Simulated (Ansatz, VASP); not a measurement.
**AlNi: VASP beside Ansatz**

File POSCAR:

```
AlNi
1.0
    1.9483874700     -1.9531901500      0.0000000000
    1.9483874700      1.9531901500      0.0000000000
    0.0000000000      0.0000000000      3.0994300413
Al Ni
1 1
Direct
    0.0000000000      0.0000000000      0.0000000000
    0.5000000000      0.5000000000      0.5000000000
```

Contents of INCAR.step1:

```
PREC = Accurate
ENCUT = 520
ISMEAR = 0
SIGMA = 0.15
LREAL = False
LASPH = True
NELM = 100
NBANDS = 14
GGA = PE
ALGO = Normal
EDIFF = 1E-4
LWAVE = True
LCHARG = False
```

The input INCAR.step2:

```
PREC = Accurate
ENCUT = 520
EDIFF = 1E-7
ISMEAR = 0
SIGMA = 0.15
LREAL = False
LASPH = True
NELM = 100
ALGO = Normal
ISIF = 2
LWAVE = False
LCHARG = False
METAGGA = R2SCAN
LMIXTAU = True
NBANDS = 14
ISTART = 1
```

KPOINTS

```
Automatic mesh
0
Gamma
  18 18 16
```

Input for Ansatz:

```yaml
crystal:
  lattice:
    - [1.94838747, -1.95319015, 0.0]
    - [1.94838747, 1.95319015, 0.0]
    - [0.0, 0.0, 3.0994300413]
  atoms:
    - { symbol: Al, position: [0.0, 0.0, 0.0] }
    - { symbol: Ni, position: [0.5, 0.5, 0.5] }
basis:
  ecutwfc: 500
kpoints:
  mp_grid: { grid: [18, 18, 16] }
hamiltonian:
  xc: r2scan
scf:
  occupations: { method: gaussian, width: 0.15 }
output:
  forces: true
  stress: true
  eigenvalues: true
```

Change from the starting cell: strain +0.0050 x Voigt [1, 0, 0, 0, 0, 0], atoms carried along.

Alike in both runs: task single point; functional r2SCAN; k mesh 18 × 18 × 16; occupations gaussian, width 0.15 eV; no spin polarisation.

|  | VASP | Ansatz |
| --- | --- | --- |
| version | VASP 6.6.1 | Ansatz 0.2.0 |
| potentials or method | VASP PAW PBE potentials, release 64 (Al, Ni), cutoff 520 eV | scalar-relativistic, plane waves, PAW |
| valence electrons in the cell | 13 | 21 |

|  | VASP | Ansatz | Ansatz less VASP |
| --- | --- | --- | --- |
| gap on the k mesh at the Fermi level (eV) | none | none | - |
| pressure (GPa) | -0.5 | -0.2 | +0.22 |
| traceless stress, the component that is largest in VASP (GPa) | -4.55 | -4.37 | +0.179 |

VASP's potentials were made for PBE, not for r2SCAN. A gap of «none» marks a metal or a gap that the smearing closes. The functional is the same, so the differences come from potentials, cutoffs and numerics. VASP's potentials hold 13 valence electrons a cell and Ansatz's 21, so a difference there can come from the potentials and not from the codes.
